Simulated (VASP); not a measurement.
A run of VASP 6.6.1:

The input INCAR:

```
PREC = Accurate ; ENCUT = 520
EDIFF = 1E-7 ; ISMEAR = -1
SIGMA = 0.15 ; LREAL = False
LASPH = True ; NELM = 100
ALGO = Normal ; ISIF = 2
LWAVE = False ; LCHARG = False
GGA = PE ; NBANDS = 80
```

The input KPOINTS:

```
Automatic mesh
0
Gamma
  3 2 3
```

Contents of POSCAR:

```
LiSc12
1.0
    6.6200000000      0.0000000000      0.0000000000
   -4.9650000000      8.5996320000      0.0000000000
    0.0000000000      0.0000000000      5.2761400000
Sc Li
12 1
Direct
    0.0107820026     -0.0069065746      0.0049217799
    0.1660464270      0.2026173911      0.5091447536
    0.0217035599      0.3301688956      0.0108283707
    0.1839221866      0.5595870847      0.5226866611
    0.0102662019      0.6547913911      0.0249568814
    0.2384673874      0.9124552074      0.4813016713
    0.5203506180     -0.0037544630     -0.0155676309
    0.6915212069      0.2199239456      0.4974993082
    0.5029948811      0.3139230842     -0.0006294374
    0.6283598678      0.4951785146      0.4942048543
    0.5067375664      0.6573695246      0.0196763164
    0.6659583166      0.9062966880      0.4814493171
   -0.1567305129      0.7587637471      0.5907930798
```

Potentials or basis: VASP PAW PBE potentials, release 64 (Sc_sv, Li_sv).

The run is started by

```sh
$ cat potpaw_PBE.64/Sc_sv/POTCAR potpaw_PBE.64/Li_sv/POTCAR > POTCAR
$ mpirun -np 1 vasp_std > vasp.out
```

Hardware: 1 thread of AMD EPYC 7R43 64-Core Processor (Zen 3), with other jobs on the host.

Question: Estimate the wall time of this run.

Answer: Wall time 24 min on 1 thread of AMD EPYC 7R43 64-Core Processor (Zen 3) (shared host), peak memory 0.41 GiB. Counts: scf iterations 40, k points 10.
